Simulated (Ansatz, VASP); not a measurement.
**One calculation of MgBe2Te3, two programs**

File INCAR:

```
ALGO     = Normal         # electronic algorithm
EDIFF    = 1E-6           # SCF threshold, eV
EDIFFG   = -0.04          # ionic threshold
ENCUT    = 600            # plane-wave cutoff, eV
GGA      = PE             # functional
IBRION   = 2              # ionic algorithm
ISIF     = 3              # what is computed and relaxed
ISMEAR   = 0              # smearing method
LASPH    = True           # aspherical terms in the spheres
LCHARG   = False          # write CHGCAR
LREAL    = False          # projectors in reciprocal space
LWAVE    = False          # write WAVECAR
NELM     = 60             # most SCF steps
NSW      = 90             # ionic steps
PREC     = Accurate       # precision mode
SIGMA    = 0.1            # smearing width, eV
```

File KPOINTS:

```
k-points
0
Gamma
  4 4 4
```

POSCAR

```
MgBe2Te3
1.0
    4.7320733094      0.0000000000      0.0000000000
    0.0000000000      4.7320733094      0.0000000000
    0.0000000000      0.0000000000      7.2463734802
Mg Be Te
1 2 3
Direct
    0.5000000000      0.5000000000      0.4899068676
    0.5000000000      0.5000000000      0.1119562649
    0.0000000000      0.0000000000      0.8555676390
    0.5000000000      0.0000000000      0.0092928409
    0.0000000000      0.5000000000      0.0092928409
    0.0000000000      0.0000000000      0.5239835768
```

Input for Ansatz:

```yaml
crystal:
  lattice:
    - [4.7320733094, 0.0, 0.0]
    - [0.0, 4.7320733094, 0.0]
    - [0.0, 0.0, 7.2463734802]
  atoms:
    - { symbol: Mg, position: [0.5, 0.5, 0.4899068676] }
    - { symbol: Be, position: [0.5, 0.5, 0.1119562649] }
    - { symbol: Be, position: [0.0, 0.0, 0.855567639] }
    - { symbol: Te, position: [0.5, 0.0, 0.0092928409] }
    - { symbol: Te, position: [0.0, 0.5, 0.0092928409] }
    - { symbol: Te, position: [0.0, 0.0, 0.5239835768] }
basis:
  ecutwfc: 420
kpoints:
  mp_grid: { grid: [4, 4, 4] }
hamiltonian:
  xc: pbe
scf:
  occupations: { method: gaussian, width: 0.1 }
  lower_state_search: "off"
output:
  forces: true
  stress: true
  eigenvalues: true
relax:
  adjacent_minimum: "off"
  f_tol: 0.04
  max_steps: 70
  cell: { stress_tol: 0.4 }
```

Change from the starting cell: species swapped into the Zr2P3S type (P4mm, No. 99).

Alike in both runs: task relaxation of cell and atoms; functional PBE; k mesh 4 × 4 × 4; occupations gaussian, width 0.1 eV; no spin polarisation.

|  | VASP | Ansatz |
| --- | --- | --- |
| version | VASP 6.6.1 | Ansatz 0.2.0 |
| potentials or method | VASP PAW PBE potentials, release 64 (Mg, Be, Te), cutoff 600 eV | scalar-relativistic, plane waves, PAW |
| valence electrons in the cell | 24 | 62 |

VASP gave:

- gap on the k mesh at the Fermi level, each at its own relaxed structure (eV): none
- relaxed volume (Å³/atom): 27.04
- relaxed cell length with the largest relative difference (Å): 7.232

Which values does Ansatz return?

gap on the k mesh at the Fermi level, each at its own relaxed structure (eV): none; relaxed volume (Å³/atom): 27.04; relaxed cell length with the largest relative difference (Å): 7.246.

A gap of «none» marks a metal or a gap that the smearing closes. VASP's potentials hold 24 valence electrons a cell and Ansatz's 62, so a difference there can come from the potentials and not from the codes.

Neither program's run includes spin-orbit coupling.
